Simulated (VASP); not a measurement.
# Cd4C3 (P6/mmm) in VASP: single point with PBE

Aim: the single point of Cd4C3 with PBE.

Program: VASP 6.6.1. These are calculated values, not measurements. Logs are shortened: lines on timing, memory, paths and dates and some standing lists are left out, and cuts for length are marked.

**1. The cell of the first run**

The structure is hexagonal, space group P6/mmm (No. 191). Conventional cell: a = 5.737 Å, b = 5.737 Å, c = 5.695 Å, α = 90.00°, β = 90.00°, γ = 120.00°. Within 3.6 Å of Cd (site symmetry 6mm) lie 8 Cd at 2.73 to 3.58 Å and 6 C at 3.23 Å. Within 4.3 Å of Cd (site symmetry -6m2) lie 6 C at 3.29 Å and 9 Cd at 3.31 to 3.58 Å. Within 3.8 Å of C (site symmetry mmm) lie 4 C at 2.87 Å and 8 Cd at 3.23 to 3.29 Å.

**2. Single point, PBE, collinear spin, ferromagnetic start**

File INCAR:

```
SYSTEM = Cd4C3
ALGO = Normal ; EDIFF = 1E-6
ENCUT = 520 ; GGA = PE
ISIF = 2 ; ISMEAR = 0
ISPIN = 2 ; LASPH = .True.
LCHARG = .False. ; LORBIT = 11
LREAL = .False. ; LWAVE = .False.
MAGMOM = 0 0 0 0 1 1 1 ; NBANDS = 43
NELM = 150 ; PREC = Accurate
SIGMA = 0.1
```

File KPOINTS:

```
k-points
0
Gamma
  6 6 4
  0 0 0
```

File POSCAR:

```
Cd4C3
1.0
    5.7367100400      0.0000000000      0.0000000000
   -2.8683550200      4.9681366300      0.0000000000
    0.0000000000      0.0000000000      5.6947780400
Cd C
4 3
Direct
    0.0000000000      0.0000000000      0.2603348200
    0.0000000000      0.0000000000      0.7396651800
    0.3333333300      0.6666666700      0.5000000000
    0.6666666700      0.3333333300      0.5000000000
    0.0000000000      0.5000000000      0.0000000000
    0.5000000000      0.0000000000      0.0000000000
    0.5000000000      0.5000000000      0.0000000000
```

Potentials or basis: VASP PAW PBE potentials, release 64 (Cd, C).

On the command line:

```console
$ cat potpaw_PBE.64/Cd/POTCAR potpaw_PBE.64/C/POTCAR > POTCAR
$ mpirun -np 1 vasp_std > vasp.out
```

OUTCAR:

```text
SYSTEM = Cd4C3
   EDIFF = 1E-6
   ENCUT = 520
   GGA = PE
   ISIF = 2
   ISMEAR = 0
   ISPIN = 2
   LASPH = .True.
   LORBIT = 11
   LREAL = .False.
   NELM = 150
   PREC = Accurate

 ion  position               nearest neighbor table
   1  0.000  0.000  0.260-   2 2.73   2 2.97   4 3.58   3 3.58   4 3.58   3 3.58   4 3.58   3 3.58

   2  0.000  0.000  0.740-   1 2.73   1 2.97   3 3.58   4 3.58   4 3.58   3 3.58   4 3.58   3 3.58

   3  0.333  0.667  0.500-   4 3.31   4 3.31   4 3.31   1 3.58   2 3.58   2 3.58   1 3.58   2 3.58
                             1 3.58
   4  0.667  0.333  0.500-   3 3.31   3 3.31   3 3.31   1 3.58   2 3.58   1 3.58   2 3.58   1 3.58
                             2 3.58
   5  0.000  0.500  0.000-
   6  0.500  0.000  0.000-
   7  0.500  0.500  0.000-

  LATTYP: Found a hexagonal cell.
 ALAT       =     5.7367100400
 C/A-ratio  =     0.9926905840

  Lattice vectors:

 A1 = (   5.7367100400,   0.0000000000,   0.0000000000)
 A2 = (  -2.8683550200,   4.9681366300,   0.0000000000)
 A3 = (   0.0000000000,   0.0000000000,   5.6947780400)

Analysis of symmetry for initial positions (statically):
=====================================================================
 Subroutine PRICEL returns:
 Original cell was already a primitive cell.

 Routine SETGRP: Setting up the symmetry group for a
 hexagonal supercell.

 Subroutine GETGRP returns: Found 24 space group operations
 (whereof 24 operations were pure point group operations)
 out of a pool of 24 trial point group operations.

The static configuration has the point symmetry D_6h.

Analysis of symmetry for dynamics (positions and initial velocities):
=====================================================================
 Subroutine PRICEL returns:
 Original cell was already a primitive cell.

 Routine SETGRP: Setting up the symmetry group for a
 hexagonal supercell.

 Subroutine GETGRP returns: Found 24 space group operations
 (whereof 24 operations were pure point group operations)
 out of a pool of 24 trial point group operations.

The dynamic configuration has the point symmetry D_6h.

Analysis of structural, dynamic, and magnetic symmetry:
=====================================================================
 Subroutine PRICEL returns:
 Original cell was already a primitive cell.

 Routine SETGRP: Setting up the symmetry group for a
 hexagonal supercell.

 Subroutine GETGRP returns: Found 24 space group operations
 (whereof 24 operations were pure point group operations)
 out of a pool of 24 trial point group operations.

The overall configuration has the point symmetry D_6h.

 Subroutine INISYM returns: Found 24 space group operations
 (whereof 24 operations are pure point group operations),
 and found     1 'primitive' translations

----------------------------------------------------------------------------------------

                                     Primitive cell

  volume of cell :     162.3055

  direct lattice vectors                    reciprocal lattice vectors
     5.736710040  0.000000000  0.000000000     0.174315939  0.100641355  0.000000000
    -2.868355020  4.968136630  0.000000000     0.000000000  0.201282709  0.000000000
     0.000000000  0.000000000  5.694778040     0.000000000  0.000000000  0.175599469

  length of vectors
     5.736710040  5.736710041  5.694778040     0.201282709  0.201282709  0.175599469

  position of ions in fractional coordinates (direct lattice)
     0.000000000  0.000000000  0.260334820
     0.000000000  0.000000000  0.739665180
     0.333333330  0.666666670  0.500000000
     0.666666670  0.333333330  0.500000000
     0.000000000  0.500000000  0.000000000
     0.500000000  0.000000000  0.000000000
     0.500000000  0.500000000  0.000000000

  ion indices of the primitive-cell ions
   primitive index   ion index
                 1           1
                 2           2
                 3           3
                 4           4
                 5           5
                 6           6
                 7           7

----------------------------------------------------------------------------------------

 KPOINTS: k-points

Automatic generation of k-mesh.
 Grid dimensions read from file:
 generate k-points for:    6    6    4

 Generating k-lattice:

  Cartesian coordinates                     Fractional coordinates (reciprocal lattice)
     0.029052657  0.016773559  0.000000000     0.166666667  0.000000000  0.000000000
     0.000000000  0.033547118  0.000000000     0.000000000  0.166666667  0.000000000
     0.000000000  0.000000000  0.043899867     0.000000000  0.000000000  0.250000000

  Length of vectors
     0.033547118  0.033547118  0.043899867

  Shift w.r.t. Gamma in fractional coordinates (k-lattice)
     0.000000000  0.000000000  0.000000000

 Subroutine IBZKPT returns following result:
 ===========================================

 Found     21 irreducible k-points:

 Following reciprocal coordinates:
            Coordinates               Weight
  0.000000  0.000000  0.000000      1.000000
  0.166667  0.000000  0.000000      6.000000
  0.333333  0.000000  0.000000      6.000000
  0.500000  0.000000  0.000000      3.000000
  0.166667  0.166667  0.000000      6.000000
  0.333333  0.166667  0.000000     12.000000
[... 13 lines left out ...]
  0.333333  0.166667  0.500000     12.000000
  0.333333  0.333333  0.500000      2.000000
   k-points           NKPTS =     21   k-points in BZ     NKDIM =     21   number of bands    NBANDS=     43
   number of dos      NEDOS =    301   number of ions     NIONS =      7
   total plane-waves  NPLWV =  96768
   dimension x,y,z NGX =    48 NGY =   48 NGZ =   42
   dimension x,y,z NGXF=    96 NGYF=   96 NGZF=   84
   ions per type =               4   3
   NGX,Y,Z   is equivalent  to a cutoff of  13.91, 13.91, 12.26 a.u.
   NGXF,Y,Z  is equivalent  to a cutoff of  27.82, 27.82, 24.52 a.u.
 SYSTEM =  Cd4C3
   PREC   = accura    normal or accurate (medium, high low for compatibility)
   ISTART =      0    job   : 0-new  1-cont  2-samecut
   ICHARG =      2    charge: 1-file 2-atom 10-const
   ISPIN  =      2    spin polarized calculation?
   LNONCOLLINEAR =      F non collinear calculations
   LSORBIT =      F    spin-orbit coupling
   LASPH  =      T    aspherical Exc in radial PAW
   ENCUT  =  520.0 eV  38.22 Ry    6.18 a.u.  10.67 10.67 10.59*2*pi/ulx,y,z
   NELM   =    150;   NELMIN=  2; NELMDL= -5     # of ELM steps
   EDIFF  = 0.1E-05   stopping-criterion for ELM
   LREAL  =      F    real-space projection
   EDIFFG = 0.1E-04   stopping-criterion for IOM
   NSW    =      0    number of steps for IOM
   IBRION =     -1    ionic relax: 0-MD 1-quasi-New 2-CG
   NFREE  =      0    steps in history (QN), initial steepest desc. (CG)
   ISIF   =      2    stress and relaxation
   ISYM   =      2    0-nonsym 1-usesym 2-fastsym
   POTIM  = 0.5000    time-step for ionic-motion
   TEBEG  =    0.0;   TEEND  =   0.0 temperature during run
   PSTRESS=    0.0 pullay stress
   NELECT =      60.0000    total number of electrons
   NUPDOWN=      -1.0000    fix difference up-down
   EMIN   =  10.00;   EMAX   =-10.00  energy-range for DOS
   EFERMI =   0.00;   METHOD = LEGACY
   ISMEAR =     0;   SIGMA  =   0.10  broadening in eV -4-tet -1-fermi 0-gaus
   EFERMI_NEDOS =   21; number of points for ismear=-14 and -15
   IALGO  =     38    algorithm
   IMIX   =      4    mixing-type and parameters
     AMIX     =   0.40;   BMIX     =  1.00
     AMIX_MAG =   1.60;   BMIX_MAG =  1.00
  volume/ion in A,a.u.               =      23.19       156.47
  Fermi-wavevector in a.u.,A,eV,Ry     =   1.174936  2.220307 18.782494  1.380474
  Thomas-Fermi vector in A             =   2.311325
   LORBIT       =     11    0 simple, 1 ext, 2 COOP (PROOUT), +10 PAW based schemes
   GGA     = PE    functional components
   LHFCALC =     F    Hartree Fock is set to
   AEXX    =    0.0000 exact exchange contribution
   IVDW    =     0    specifies the selected vdW correction
   LEPSILON=     F    determine dielectric tensor
   LRPA    =     F    only Hartree local field effects (RPA)
 spin polarized calculation
 Gauss-broadening in eV      SIGMA  =   0.10
  energy-cutoff  :      520.00
  volume of cell :      162.31
 maximum number of plane-waves:      4395
 NGX is ok and might be reduce to    48
   NGX = 21   NGY = 21   NGZ = 21

 number of electron      59.9999973 magnetization       0.0076771

 Free energy of the ion-electron system (eV)
  ---------------------------------------------------
  ext. energy  EPLUGINS =         0.00000000
  ---------------------------------------------------
  free energy    TOTEN  =       -12.76230768 eV

  energy without entropy =      -12.74243988  energy(sigma->0) =      -12.75237378

 E-fermi :   0.6070     XC(G=0):  -9.4682

 val. band max:        0.5338750694   @ k =   0.3333   0.3333   0.0000
 cond. band min:       0.6340736965   @ k =   0.1667   0.1667   0.5000
 fundamental gap:      0.1001986271
 Fermi energy:         0.6069720543

 spin component 1

 k-point     1 :       0.0000    0.0000    0.0000
  band No.  band energies     occupation
      1      -9.3870      1.00000
      2      -8.5794      1.00000
      3      -8.1001      1.00000
      4      -8.1001      1.00000
      5      -7.8464      1.00000
      6      -7.8464      1.00000
[... 34 lines left out ...]
     41       3.8373      0.00000
     42       6.1062      0.00000

 k-point     2 :       0.1667    0.0000    0.0000
  band No.  band energies     occupation
      1      -9.2919      1.00000
      2      -8.5791      1.00000
      3      -8.1246      1.00000
      4      -8.1151      1.00000
      5      -7.8775      1.00000
      6      -7.8024      1.00000
[... 844 lines left out ...]
     41       6.7907      0.00000
     42       7.3208      0.00000

 k-point    21 :       0.3333    0.3333    0.5000
  band No.  band energies     occupation
      1      -8.4954      1.00000
      2      -8.4954      1.00000
      3      -7.9966      1.00000
      4      -7.9349      1.00000
      5      -7.8875      1.00000
      6      -7.8260      1.00000
[... 34 lines left out ...]
     41       4.9752      0.00000
     42       8.0416      0.00000
 Fermi energy:         0.6069720543

 spin component 2

 k-point     1 :       0.0000    0.0000    0.0000
  band No.  band energies     occupation
      1      -9.3841      1.00000
      2      -8.5795      1.00000
      3      -8.1002      1.00000
      4      -8.1002      1.00000
      5      -7.8455      1.00000
      6      -7.8455      1.00000
[... 34 lines left out ...]
     41       3.8375      0.00000
     42       6.1062      0.00000

 k-point     2 :       0.1667    0.0000    0.0000
  band No.  band energies     occupation
      1      -9.2891      1.00000
      2      -8.5791      1.00000
      3      -8.1245      1.00000
      4      -8.1150      1.00000
      5      -7.8766      1.00000
      6      -7.8017      1.00000
[... 844 lines left out ...]
     41       6.7905      0.00000
     42       7.3209      0.00000

 k-point    21 :       0.3333    0.3333    0.5000
  band No.  band energies     occupation
      1      -8.4926      1.00000
      2      -8.4926      1.00000
      3      -7.9966      1.00000
      4      -7.9340      1.00000
      5      -7.8875      1.00000
      6      -7.8260      1.00000
[... 34 lines left out ...]
     41       4.9760      0.00000
     42       8.0416      0.00000
 [bands above 42 left out]

------------------------ aborting loop because EDIFF is reached ----------------------------------------

  FORCE on cell =-STRESS in cart. coord.  units (eV):
  Direction    XX          YY          ZZ          XY          YZ          ZX
  --------------------------------------------------------------------------------------
  -------------------------------------------------------------------------------------
  Total      -12.3054644    -12.3054644    -10.3332657      0.0000000     -0.0000000      0.0000000
  in kB     -121.4717695   -121.4717695   -102.0034703      0.0000000     -0.0000000      0.0000000
  external PRESSURE =    -114.9823364 kB  Pullay stress =       0.0000000 kB

 VOLUME and BASIS-vectors are now :
 -----------------------------------------------------------------------------
  energy-cutoff  :      520.00
  volume of cell :      162.31
      direct lattice vectors                 reciprocal lattice vectors
     5.736710040  0.000000000  0.000000000     0.174315939  0.100641355  0.000000000
    -2.868355020  4.968136630  0.000000000     0.000000000  0.201282709  0.000000000
     0.000000000  0.000000000  5.694778040     0.000000000  0.000000000  0.175599469

 POSITION                                       TOTAL-FORCE (eV/Angst)
 -----------------------------------------------------------------------------------
      0.00000      0.00000      1.48255         0.000000     -0.000000     -0.854108
      0.00000      0.00000      4.21223         0.000000      0.000000      0.854108
     -0.00000      3.31209      2.84739         0.000000     -0.000000      0.000000
      2.86836      1.65605      2.84739        -0.000000      0.000000      0.000000
     -1.43418      2.48407      0.00000         0.000000     -0.000000      0.000000
      2.86836      0.00000      0.00000         0.000000     -0.000000      0.000000
      1.43418      2.48407      0.00000         0.000000     -0.000000      0.000000
 -----------------------------------------------------------------------------------
    total drift:                                0.000000      0.000000      0.000000

  FREE ENERGIE OF THE ION-ELECTRON SYSTEM (eV)
  ---------------------------------------------------
  free  energy   TOTEN  =       -12.7623076848 eV

  energy  without entropy=      -12.7424398778  energy(sigma->0) =      -12.75237378

 total charge

# of ion       s       p       d       tot
------------------------------------------
    1        0.510   0.184   9.519  10.212
    2        0.510   0.184   9.519  10.212
    3        0.496   0.142   9.525  10.164
    4        0.496   0.142   9.525  10.164
    5        1.053   0.915   0.000   1.968
    6        1.053   0.915   0.000   1.968
    7        1.053   0.915   0.000   1.968
--------------------------------------------------
tot          5.171   3.396  38.088  46.656

 magnetization (x)

# of ion       s       p       d       tot
------------------------------------------
    1       -0.000  -0.000   0.000  -0.000
    2       -0.000  -0.000   0.000  -0.000
    3       -0.000  -0.000   0.000  -0.000
    4       -0.000  -0.000   0.000  -0.000
    5        0.000   0.001   0.000   0.001
    6        0.000   0.001   0.000   0.001
    7        0.000   0.001   0.000   0.001
--------------------------------------------------
tot         -0.000   0.004   0.000   0.004
```

Run time: 18 min. Hardware: 1 thread of AMD EPYC 7R13 (Zen 3), shared host; peak memory 0.46 GiB.

Results:

```yaml
Free_energy: -12.7623 eV
Pressure: -11.5 GPa
Largest_force: 0.854 eV/Å
Band_gap_on_the_k_mesh: zero (filled and empty bands overlap)
Net_moment: 0.01 μB per cell
Valence_electrons_inside_the_program's_atomic_spheres: Cd 10.21, 10.16; C 1.97
```

Forces on the atoms (eV/Å):
```
Cd   0.000  0.000 -0.854
Cd   0.000  0.000  0.854
Cd   0.000  0.000  0.000
Cd   0.000  0.000  0.000
C    0.000  0.000  0.000
C    0.000  0.000  0.000
C    0.000  0.000  0.000
```
